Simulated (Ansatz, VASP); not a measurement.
# KSrBr3 in VASP and in Ansatz

INCAR

```
SYSTEM = KSrBr3
PREC = Accurate
ENCUT = 520
EDIFF = 1E-7
ISMEAR = 0
SIGMA = 0.01
LREAL = .FALSE.
LASPH = .TRUE.
NELM = 100
ALGO = Normal
ISIF = 2
LWAVE = .FALSE.
LCHARG = .FALSE.
GGA = PE
NBANDS = 28
```

KPOINTS

```
Automatic mesh
0
G
  4 4 4
  0 0 0
```

Contents of POSCAR:

```
KSrBr3
1.0
    5.9241128395      0.0000000000      0.0000000000
    0.0000000000      5.9241128395      0.0000000000
    0.0000000000      0.0000000000      5.9241128395
K Sr Br
1 1 3
Direct
    0.0000000000      0.0000000000      0.0000000000
    0.5000000000      0.5000000000      0.5000000000
    0.5000000000      0.5000000000      0.0000000000
    0.5000000000      0.0000000000      0.5000000000
    0.0000000000      0.5000000000      0.5000000000
```

Input for Ansatz:

```yaml
crystal:
  lattice:
    - [5.9241128395, 0.0, 0.0]
    - [0.0, 5.9241128395, 0.0]
    - [0.0, 0.0, 5.9241128395]
  atoms:
    - { symbol: K, position: [0.0, 0.0, 0.0] }
    - { symbol: Sr, position: [0.5, 0.5, 0.5] }
    - { symbol: Br, position: [0.5, 0.5, 0.0] }
    - { symbol: Br, position: [0.5, 0.0, 0.5] }
    - { symbol: Br, position: [0.0, 0.5, 0.5] }
kpoints:
  mp_grid: { grid: [4, 4, 4] }
hamiltonian:
  xc: pbe
scf:
  occupations: { method: fixed }
  n_extra_bands: 5
output:
  forces: true
  stress: true
  eigenvalues: true
```

Alike in both runs: task single point; functional PBE; k mesh 4 × 4 × 4; no spin polarisation.

```csv
,VASP,Ansatz
version,VASP 6.6.1,Ansatz 0.2.0
potentials or method,"VASP PAW PBE potentials, release 64 (K_sv, Sr_sv, Br)","plane waves, PAW"
plane-wave cutoff (eV),520,420
occupations,"gaussian, width 0.01 eV",fixed
valence electrons in the cell,40,40
```

Ansatz gave:

```
gap on the k mesh at the Fermi level (eV) : 3.76
pressure (GPa)                            : 0.5
```

Task: What did VASP give for the same quantities?

Result: gap on the k mesh at the Fermi level (eV): 3.76; pressure (GPa): 0.6.
